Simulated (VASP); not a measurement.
# TiO2: single point with PBE+U

TiO2:

```xyz
6
Lattice="-1.9723 1.9723 4.6291 1.9723 -1.9723 4.6291 1.9723 1.9723 -4.6291" Properties=species:S:1:pos:R:3 pbc="T T T"
Ti    0.0000    0.0000    0.0000
Ti    0.0000    1.9723    2.3146
O     0.0000    0.0000    1.9000
O     0.0000    1.9723    4.2146
O     0.0000    1.9723    0.4145
O     0.0000    0.0000    7.3582
```

```
Program             : VASP 6.6.1
Task                : single point
Functional          : PBE
Potentials or basis : VASP PAW PBE potentials, release 64 (Ti_sv, O)
Cutoff              : 520 eV
k mesh              : 8 × 8 × 8
Occupations         : gaussian, width 0.05 eV
Spin                : no spin polarisation
Hubbard terms       : Ti d U = 4.0 eV
```

| Quantity | Value |
| --- | --- |
| Pressure | 5.3 GPa |
| Largest force | 1.414 eV/Å |
| Band gap on the k mesh | 2.68 eV (least direct gap 2.94 eV) |

Forces on the atoms (eV/Å):
```
Ti   0.000  0.000  0.000
Ti   0.000  0.000  0.000
O    0.000  0.000  1.414
O    0.000  0.000  1.414
O    0.000  0.000 -1.414
O    0.000  0.000 -1.414
```

Stress tensor (GPa, compression positive):
```
-2.86  0.00  0.00
 0.00 -2.86  0.00
 0.00  0.00 21.64
```

Levels at points of the mesh, in eV from the valence-band top:
| k point | band 21 | band 22 | band 23 | band 24 | band 25 | band 26 | band 27 | band 28 |
| --- | --- | --- | --- | --- | --- | --- | --- | --- |
| (0.00, 0.00, 0.00) | -0.42 | -0.42 | -0.34 | -0.34 | 2.68 | 3.58 | 4.46 | 4.46 |
| (0.50, 0.00, 0.00) | -1.60 | -0.73 | -0.62 | -0.42 | 3.65 | 4.00 | 4.02 | 4.19 |
| (0.50, 0.50, 0.00) | -1.61 | -1.61 | -0.01 | -0.01 | 3.93 | 3.93 | 4.28 | 4.28 |
| (0.50, 0.50, 0.50) | -0.96 | -0.96 | -0.08 | -0.08 | 3.11 | 3.11 | 4.36 | 4.36 |

Eigenvalues of the final occupation matrices:
```csv
site,spin,trace,eigenvalues
site 1 d,1,0.80,0.09 0.11 0.11 0.22 0.29
site 1 d,2,0.80,0.09 0.11 0.11 0.22 0.29
site 2 d,1,0.80,0.09 0.11 0.11 0.22 0.29
site 2 d,2,0.80,0.09 0.11 0.11 0.22 0.29
```

Wall time 3.5 min on 1 thread of Intel(R) Xeon(R) Platinum 8488C (Sapphire Rapids), with other jobs on the host, peak memory 0.3 GiB.

Caveat: the cell stands under pressure; forces of over 1 eV/Å act on the atoms, so gaps and moduli don't describe the material at rest. A k mesh can miss the band edges.
